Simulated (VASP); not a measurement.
# SnO2 (P6_3/mmc) in VASP: notebook

The runs below take SnO2 through single point, relaxation of cell and atoms, with LDA.

Program: VASP 6.6.1. These are calculated values, not measurements. Logs are shortened: lines on timing, memory, paths and dates and some standing lists are left out, and cuts for length are marked.

## Step 1: The cell of the first run

Symmetry: P6_3/mmc, No. 194, hexagonal system. Conventional cell: a = 3.176 Å, b = 3.176 Å, c = 10.687 Å, α = 90.00°, β = 90.00°, γ = 120.00°. Within 2.8 Å of Sn (site symmetry -3m) lie 6 O at 2.08 Å. Within 2.8 Å of O (site symmetry 3m) lie 3 Sn at 2.08 Å and 3 O at 2.69 Å.

## Step 2: Single point, LDA

Input file INCAR:

```
SYSTEM = SnO2
  PREC = Accurate
  ENCUT = 520
  EDIFF = 1E-7
  ISMEAR = 0
  SIGMA = 0.1
  LREAL = .False.
  LASPH = .True.
  NELM = 60
  ALGO = Normal
  ISIF = 2
  LWAVE = .False.
  LCHARG = .False.
  GGA = CA
  NBANDS = 35
```

Input file KPOINTS:

```
Automatic mesh
0
Gamma
  6 6 2
  0 0 0
```

Input file POSCAR:

```
SnO2
1.0
    3.1757568900      0.0000000000      0.0000000000
   -1.5878784450      2.7502861430      0.0000000000
    0.0000000000      0.0000000000     10.6873998319
Sn O
2 4
Direct
    0.0000000000      0.0000000000      0.5000000000
    0.0000000000      0.0000000000      0.0000000000
    0.6666666667      0.3333333333      0.4077719588
    0.6666666667      0.3333333333      0.0922280412
    0.3333333333      0.6666666667      0.5922280412
    0.3333333333      0.6666666667      0.9077719588
```

Potentials or basis: VASP PAW LDA potentials, release 64 (Sn_d, O).

Command:

```console
$ cat potpaw_LDA.64/Sn_d/POTCAR potpaw_LDA.64/O/POTCAR > POTCAR
$ mpirun -np 1 vasp_std > vasp.out
```

OUTCAR:

```text
SYSTEM = SnO2
   PREC = Accurate
   ENCUT = 520
   EDIFF = 1E-7
   ISMEAR = 0
   LREAL = .False.
   LASPH = .True.
   NELM = 60
   ISIF = 2
   GGA = CA

 ion  position               nearest neighbor table
   1  0.000  0.000  0.500-   3 2.08   5 2.08   3 2.08   5 2.08   3 2.08   5 2.08
   2  0.000  0.000  0.000-   4 2.08   6 2.08   4 2.08   6 2.08   4 2.08   6 2.08
   3  0.667  0.333  0.408-   1 2.08   1 2.08   1 2.08
   4  0.667  0.333  0.092-   2 2.08   2 2.08   2 2.08
   5  0.333  0.667  0.592-   1 2.08   1 2.08   1 2.08
   6  0.333  0.667  0.908-   2 2.08   2 2.08   2 2.08

  LATTYP: Found a hexagonal cell.
 ALAT       =     3.1757568900
 C/A-ratio  =     3.3653079257

  Lattice vectors:

 A1 = (   3.1757568900,   0.0000000000,   0.0000000000)
 A2 = (  -1.5878784450,   2.7502861430,   0.0000000000)
 A3 = (   0.0000000000,   0.0000000000,  10.6873998319)

Analysis of symmetry for initial positions (statically):
=====================================================================
 Subroutine PRICEL returns:
 Original cell was already a primitive cell.

 Routine SETGRP: Setting up the symmetry group for a
 hexagonal supercell.

 Subroutine GETGRP returns: Found 24 space group operations
 (whereof 12 operations were pure point group operations)
 out of a pool of 24 trial point group operations.

The static configuration has the point symmetry D_3d.
 The point group associated with its full space group is D_6h.

Analysis of symmetry for dynamics (positions and initial velocities):
=====================================================================
 Subroutine PRICEL returns:
 Original cell was already a primitive cell.

 Routine SETGRP: Setting up the symmetry group for a
 hexagonal supercell.

 Subroutine GETGRP returns: Found 24 space group operations
 (whereof 12 operations were pure point group operations)
 out of a pool of 24 trial point group operations.

The dynamic configuration has the point symmetry D_3d.
 The point group associated with its full space group is D_6h.

 Subroutine INISYM returns: Found 24 space group operations
 (whereof 12 operations are pure point group operations),
 and found     1 'primitive' translations

----------------------------------------------------------------------------------------

                                     Primitive cell

  volume of cell :      93.3463

  direct lattice vectors                    reciprocal lattice vectors
     3.175756890  0.000000000  0.000000000     0.314885564  0.181799265  0.000000000
    -1.587878445  2.750286143  0.000000000     0.000000000  0.363598530  0.000000000
     0.000000000  0.000000000 10.687399832     0.000000000  0.000000000  0.093568128

  length of vectors
     3.175756890  3.175756890 10.687399832     0.363598530  0.363598530  0.093568128

  position of ions in fractional coordinates (direct lattice)
     0.000000000  0.000000000  0.500000000
     0.000000000  0.000000000  0.000000000
     0.666666667  0.333333333  0.407771959
     0.666666667  0.333333333  0.092228041
     0.333333333  0.666666667  0.592228041
     0.333333333  0.666666667  0.907771959

  ion indices of the primitive-cell ions
   primitive index   ion index
                 1           1
                 2           2
                 3           3
                 4           4
                 5           5
                 6           6

----------------------------------------------------------------------------------------

 KPOINTS: Automatic mesh

Automatic generation of k-mesh.
 Grid dimensions read from file:
 generate k-points for:    6    6    2

 Generating k-lattice:

  Cartesian coordinates                     Fractional coordinates (reciprocal lattice)
     0.052480927  0.030299878  0.000000000     0.166666667 -0.000000000  0.000000000
     0.000000000  0.060599755  0.000000000     0.000000000  0.166666667  0.000000000
     0.000000000  0.000000000  0.046784064     0.000000000  0.000000000  0.500000000

  Length of vectors
     0.060599755  0.060599755  0.046784064

  Shift w.r.t. Gamma in fractional coordinates (k-lattice)
     0.000000000  0.000000000  0.000000000

 Subroutine IBZKPT returns following result:
 ===========================================

 Found     14 irreducible k-points:

 Following reciprocal coordinates:
            Coordinates               Weight
  0.000000  0.000000  0.000000      1.000000
  0.166667 -0.000000  0.000000      6.000000
  0.333333 -0.000000  0.000000      6.000000
  0.500000  0.000000  0.000000      3.000000
  0.166667  0.166667  0.000000      6.000000
  0.333333  0.166667  0.000000     12.000000
  0.333333  0.333333  0.000000      2.000000
  0.000000  0.000000  0.500000      1.000000
  0.166667 -0.000000  0.500000      6.000000
  0.333333 -0.000000  0.500000      6.000000
  0.500000  0.000000  0.500000      3.000000
  0.166667  0.166667  0.500000      6.000000
  0.333333  0.166667  0.500000     12.000000
[... 35 lines left out ...]
   EFERMI_NEDOS =   21; number of points for ismear=-14 and -15
   IALGO  =     38    algorithm
   IMIX   =      4    mixing-type and parameters
     AMIX     =   0.40;   BMIX     =  1.00
     AMIX_MAG =   1.60;   BMIX_MAG =  1.00
  volume/ion in A,a.u.               =      15.56       104.99
  Fermi-wavevector in a.u.,A,eV,Ry     =   1.347029  2.545515 24.687589  1.814487
  Thomas-Fermi vector in A             =   2.474813
   LORBIT       =      0    0 simple, 1 ext, 2 COOP (PROOUT), +10 PAW based schemes
   GGA     = CA    functional components
   LHFCALC =     F    Hartree Fock is set to
   AEXX    =    0.0000 exact exchange contribution
   IVDW    =     0    specifies the selected vdW correction
   LEPSILON=     F    determine dielectric tensor
   LRPA    =     F    only Hartree local field effects (RPA)
 non-spin polarized calculation
 Gauss-broadening in eV      SIGMA  =   0.10
  energy-cutoff  :      520.00
  volume of cell :       93.35
 maximum number of plane-waves:      2534
 NGX is ok and might be reduce to    24
   NGX = 11   NGY = 11   NGZ = 39

 number of electron      52.0000002 magnetization

 Free energy of the ion-electron system (eV)
  ---------------------------------------------------
  ext. energy  EPLUGINS =         0.00000000
  ---------------------------------------------------
  free energy    TOTEN  =       -40.84216244 eV

  energy without entropy =      -40.84216244  energy(sigma->0) =      -40.84216244

 E-fermi :   2.5989     XC(G=0):  -9.9142

 val. band max:        2.1442473630   @ k =   0.3333   0.1667   0.0000
 cond. band min:       4.4831087462   @ k =   0.0000   0.0000   0.0000
 fundamental gap:      2.3388613831
 Fermi energy:         2.5989255694

 k-point     1 :       0.0000    0.0000    0.0000
  band No.  band energies     occupation
      1     -17.8116      2.00000
      2     -17.8102      2.00000
      3     -17.5066      2.00000
      4     -17.5066      2.00000
      5     -17.5065      2.00000
      6     -17.5065      2.00000
[... 27 lines left out ...]
     34      13.5258      0.00000
     35      13.5433      0.00000

 k-point     2 :       0.1667   -0.0000    0.0000
  band No.  band energies     occupation
      1     -17.8062      2.00000
      2     -17.8047      2.00000
      3     -17.6179      2.00000
      4     -17.6170      2.00000
      5     -17.4427      2.00000
      6     -17.4427      2.00000
[... 27 lines left out ...]
     34      13.3113      0.00000
     35      14.1025      0.00000

 k-point     3 :       0.3333   -0.0000    0.0000
  band No.  band energies     occupation
      1     -18.2459      2.00000
      2     -18.2433      2.00000
      3     -17.4285      2.00000
      4     -17.4280      2.00000
      5     -17.3771      2.00000
      6     -17.3770      2.00000
[... 27 lines left out ...]
     34      13.9269      0.00000
     35      14.4639      0.00000
[... 343 lines left out ...]
 k-point    13 :       0.3333    0.1667    0.5000
  band No.  band energies     occupation
      1     -18.2736      2.00000
      2     -18.2736      2.00000
      3     -17.6157      2.00000
      4     -17.6157      2.00000
      5     -17.3805      2.00000
      6     -17.3805      2.00000
[... 27 lines left out ...]
     34      13.7153      0.00000
     35      14.1525      0.00000

 k-point    14 :       0.3333    0.3333    0.5000
  band No.  band energies     occupation
      1     -18.0154      2.00000
      2     -18.0154      2.00000
      3     -18.0132      2.00000
      4     -18.0132      2.00000
      5     -17.2821      2.00000
      6     -17.2821      2.00000
[... 27 lines left out ...]
     34      12.7165      0.00000
     35      14.0329      0.00000

------------------------ aborting loop because EDIFF is reached ----------------------------------------

  FORCE on cell =-STRESS in cart. coord.  units (eV):
  Direction    XX          YY          ZZ          XY          YZ          ZX
  --------------------------------------------------------------------------------------
  -------------------------------------------------------------------------------------
  Total        0.3935881      0.3935881      0.2000168      0.0000000      0.0000000      0.0000000
  in kB        6.7554659      6.7554659      3.4330480      0.0000000      0.0000000      0.0000000
  external PRESSURE =       5.6479933 kB  Pullay stress =       0.0000000 kB

 VOLUME and BASIS-vectors are now :
 -----------------------------------------------------------------------------
  energy-cutoff  :      520.00
  volume of cell :       93.35
      direct lattice vectors                 reciprocal lattice vectors
     3.175756890  0.000000000  0.000000000     0.314885564  0.181799265  0.000000000
    -1.587878445  2.750286143  0.000000000     0.000000000  0.363598530  0.000000000
     0.000000000  0.000000000 10.687399832     0.000000000  0.000000000  0.093568128

 POSITION                                       TOTAL-FORCE (eV/Angst)
 -----------------------------------------------------------------------------------
      0.00000      0.00000      5.34370         0.000000      0.000000      0.000000
      0.00000      0.00000      0.00000         0.000000      0.000000      0.000000
      1.58788      0.91676      4.35802        -0.000000      0.000000     -0.115334
      1.58788      0.91676      0.98568        -0.000000      0.000000      0.115334
     -0.00000      1.83352      6.32938         0.000000     -0.000000      0.115334
     -0.00000      1.83352      9.70172         0.000000     -0.000000     -0.115334
 -----------------------------------------------------------------------------------
    total drift:                               -0.000000      0.000000      0.000000

  FREE ENERGIE OF THE ION-ELECTRON SYSTEM (eV)
  ---------------------------------------------------
  free  energy   TOTEN  =       -40.8421624447 eV

  energy  without entropy=      -40.8421624447  energy(sigma->0) =      -40.84216244
```

It took 43 s on 1 thread of AMD EPYC 7R43 (Zen 3), shared host; peak memory 0.15 GiB.

What came out:

* Free energy: -40.8422 eV
* Pressure: 0.6 GPa
* Largest force: 0.115 eV/Å
* Band gap on the k mesh: 2.34 eV, indirect (least direct gap 2.87 eV)

Forces on the atoms (eV/Å):
```
Sn   0.000  0.000  0.000
Sn   0.000  0.000  0.000
O    0.000  0.000 -0.115
O    0.000  0.000  0.115
O    0.000  0.000  0.115
O    0.000  0.000 -0.115
```

Stress tensor (GPa, compression positive):
```
0.68 0.00 0.00
0.00 0.68 0.00
0.00 0.00 0.34
```

Levels at points of the mesh, in eV from the valence-band top:
```
           k point  band 22  band 23  band 24  band 25  band 26  band 27  band 28  band 29  band 30  band 31
(0.00, 0.00, 0.00)    -0.89    -0.89    -0.87    -0.87    -0.53     2.34     3.11     5.57     5.93     9.92
(0.50, 0.00, 0.00)    -1.20    -0.52    -0.48    -0.46    -0.08     5.51     5.66     7.08     7.73     9.94
(0.00, 0.00, 0.50)    -0.88    -0.88    -0.88    -0.86    -0.86     2.73     2.73     5.76     5.76     9.95
(0.50, 0.00, 0.50)    -1.36    -0.50    -0.50    -0.25    -0.25     5.58     5.58     7.38     7.38    10.12
```

Caveat: spin-orbit coupling is left out, which moves the levels of the heavy elements. LDA gaps usually lie below the measured ones, often by a third to a half.

## Step 3: Single point, LDA

This run uses another cell than the first one, of 15.10 Å³/atom, 0.971 times its volume.

INCAR: that of step 2 with these lines changed.

```diff
@@ -5,3 +5,3 @@
   ISMEAR = 0
-  SIGMA = 0.1
+  SIGMA = 0.05
   LREAL = .False.
@@ -13,3 +13,2 @@
   LCHARG = .False.
-  GGA = CA
   NBANDS = 35
```

Input file KPOINTS:

```
regular mesh
0
Gamma
  12 12 2
  0 0 0
```

Input file POSCAR:

```
SnO2
1.0
    3.1699696622      0.0000000000      0.0000000000
   -1.5849848311      2.7452742567      0.0000000000
    0.0000000000      0.0000000000     10.4142335761
Sn O
2 4
Direct
    0.0000000000      0.0000000000      0.5000000000
    0.0000000000      0.0000000000      0.0000000000
    0.6666666667      0.3333333333      0.4048060823
    0.6666666667      0.3333333333      0.0951939177
    0.3333333333      0.6666666667      0.5951939177
    0.3333333333      0.6666666667      0.9048060823
```

Potentials or basis: VASP PAW LDA potentials, release 64 (Sn_d, O).

Command:

```console
$ cat potpaw_LDA.64/Sn_d/POTCAR potpaw_LDA.64/O/POTCAR > POTCAR
$ mpirun -np 1 vasp_std > vasp.out
```

Run time: 2 min. Hardware: 1 thread of AMD EPYC 7R43 (Zen 3), shared host; peak memory 0.19 GiB.

It converged, with:

| Item | Value |
| --- | --- |
| Free energy | -40.8455 eV |
| Pressure | 0.8 GPa |
| Largest force | 0.069 eV/Å |
| Band gap on the k mesh | 2.26 eV, indirect (least direct gap 2.77 eV) |

Forces in eV/Å, atoms in the order of the input:
```
Sn   0.000  0.000  0.000
Sn   0.000  0.000  0.000
O    0.000  0.000 -0.069
O    0.000  0.000  0.069
O    0.000  0.000  0.069
O    0.000  0.000 -0.069
```

Stress tensor (GPa, compression positive):
```
1.09 0.00 0.00
0.00 1.09 0.00
0.00 0.00 0.27
```

Levels at points of the mesh, in eV from the valence-band top:
```tsv
k point	band 24	band 25	band 26	band 27	band 28	band 29
(0.00, 0.00, 0.00)	-0.91	-0.91	-0.51	2.26	3.13	5.49
(0.50, 0.00, 0.00)	-0.57	-0.54	-0.09	5.44	5.62	6.98
(0.00, 0.00, 0.50)	-0.92	-0.91	-0.91	2.70	2.70	5.71
(0.50, 0.00, 0.50)	-0.57	-0.30	-0.30	5.53	5.53	7.32
```

Caveat: spin-orbit coupling is left out, which moves the levels of the heavy elements. A k mesh can miss the band edges.

## Step 4: Relaxation of cell and atoms, LDA

This run uses another cell than the first one, of 16.25 Å³/atom, 1.045 times its volume.

Input file INCAR:

```
SYSTEM = SnO2
PREC     = Accurate       ! precision mode
ENCUT    = 600            ! plane-wave cutoff, eV
EDIFF    = 1E-6           ! SCF threshold, eV
ISMEAR   = 0              ! smearing method
SIGMA    = 0.1            ! smearing width, eV
LREAL    = .FALSE.        ! projectors in reciprocal space
LASPH    = .TRUE.         ! aspherical terms in the spheres
NELM     = 60             ! most SCF steps
ALGO     = Normal         ! electronic algorithm
ISIF     = 3              ! what is computed and relaxed
LWAVE    = .FALSE.        ! write WAVECAR
LCHARG   = .FALSE.        ! write CHGCAR
GGA      = CA             ! functional
IBRION   = 2              ! ionic algorithm
NSW      = 100            ! ionic steps
EDIFFG   = -0.05          ! ionic threshold
```

Input file KPOINTS:

```
Automatic mesh
0
G
  6 6 2
  0 0 0
```

Input file POSCAR:

```
SnO2
1.0
    3.2305756168      0.0000000000      0.0000000000
   -1.6152878084      2.7977605530      0.0000000000
    0.0000000000      0.0000000000     10.7905620000
Sn O
2 4
Direct
    0.0000000000      0.0000000000      0.5000000000
    0.0000000000      0.0000000000      0.0000000000
    0.6666666700      0.3333333300      0.4058620000
    0.6666666700      0.3333333300      0.0941380000
    0.3333333300      0.6666666700      0.5941380000
    0.3333333300      0.6666666700      0.9058620000
```

Command:

```console
$ cat potpaw_LDA.64/Sn_d/POTCAR potpaw_LDA.64/O/POTCAR > POTCAR
$ mpirun -np 1 vasp_std > vasp.out
```

Wall time 2.5 min (1 thread of Intel Xeon 6975P-C, shared host); peak memory 0.24 GiB.

It converged, with:

```yaml
Free_energy: -40.8616 eV
Relaxed_volume: 15.54 Å³/atom
Relaxed_cell: a = 3.174 Å, b = 3.174 Å, c = 10.684 Å, α = 90.00°, β = 90.00°, γ = 120.00°
Space_group_after_relaxing_to_0.05_Å: P6_3/mmc (No. 194)
Energy_gained_by_relaxing: 20.8 meV/atom
Ionic_steps: 4
Pressure_after_relaxing: -0.1 GPa
Largest_force_after_relaxing: 0.012 eV/Å
Band_gap_on_the_k_mesh: 2.33 eV, indirect (least direct gap 2.84 eV)
```

Forces on the atoms (eV/Å):
```
Sn   0.000  0.000  0.000
Sn   0.000  0.000  0.000
O    0.000  0.000 -0.012
O    0.000  0.000  0.012
O    0.000  0.000  0.012
O    0.000  0.000 -0.012
```

Stress tensor (GPa, compression positive):
```
 0.12  0.00  0.00
 0.00  0.12  0.00
 0.00  0.00 -0.48
```

Step by step:
```tsv
step	energy change (eV)	largest force (eV/Å)	pressure (GPa)	volume (Å³)
1	0.0000	0.6387	-7.27	97.53
2	0.1609	1.1769	13.56	87.47
3	-0.1247	0.0027	-0.24	93.31
4	-0.1248	0.0117	-0.08	93.23
```

Final structure:
```xyz
6
Lattice="3.1742 0.0000 0.0000 -1.5871 2.7490 0.0000 0.0000 0.0000 10.6838" Properties=species:S:1:pos:R:3 pbc="T T T"
Sn    3.1742    0.0000    5.3419
Sn    3.1742    0.0000    0.0000
O     1.5871    0.9163    4.3485
O     1.5871    0.9163    0.9934
O     0.0000    1.8327    6.3353
O     0.0000    1.8327    9.6904
```

Levels at points of the mesh, in eV from the valence-band top:
| k point | band 24 | band 25 | band 26 | band 27 | band 28 | band 29 |
| --- | --- | --- | --- | --- | --- | --- |
| (0.00, 0.00, 0.00) | -0.85 | -0.85 | -0.51 | 2.33 | 3.10 | 5.56 |
| (0.50, 0.00, 0.00) | -0.49 | -0.46 | -0.08 | 5.48 | 5.63 | 7.06 |
| (0.00, 0.00, 0.50) | -0.86 | -0.84 | -0.84 | 2.72 | 2.72 | 5.75 |
| (0.50, 0.00, 0.50) | -0.51 | -0.25 | -0.25 | 5.55 | 5.55 | 7.36 |

Caveat: spin-orbit coupling is left out, which moves the levels of the heavy elements; the relaxation stopped at a loose force limit of 0.05 eV/Å, so its end isn't a converged minimum. A k mesh can miss the band edges.

## Step 5: Overview

| task | cell | k mesh | cutoff (eV) | smearing | gap on the mesh (eV) | pressure (GPa) | largest force (eV/Å) |
| --- | --- | --- | --- | --- | --- | --- | --- |
| single point | a = 3.176, b = 3.176, c = 10.687 Å, angles 90.0, 90.0, 120.0°, 6 atoms | 6 × 6 × 2 | 520 | gaussian 0.1 eV | 2.34 | 0.6 | 0.12 |
| single point | a = 3.170, b = 3.170, c = 10.414 Å, angles 90.0, 90.0, 120.0°, 6 atoms | 12 × 12 × 2 | 520 | gaussian 0.05 eV | 2.26 | 0.8 | 0.07 |
| relaxation of cell and atoms | relaxed from a = 3.231, b = 3.231, c = 10.791 Å, angles 90.0, 90.0, 120.0°, 6 atoms | 6 × 6 × 2 | 600 | gaussian 0.1 eV | 2.33 | -0.1 | 0.01 |

Alike in all rows: level LDA; potentials or basis VASP PAW LDA potentials, release 64 (Sn_d, O); no spin polarisation.

Caveats: spin-orbit coupling is left out, which moves the levels of the heavy elements; the relaxation stopped at a loose force limit of 0.05 eV/Å, so its end isn't a converged minimum (some runs).

Absolute energies hang on the potentials; compare differences alone.
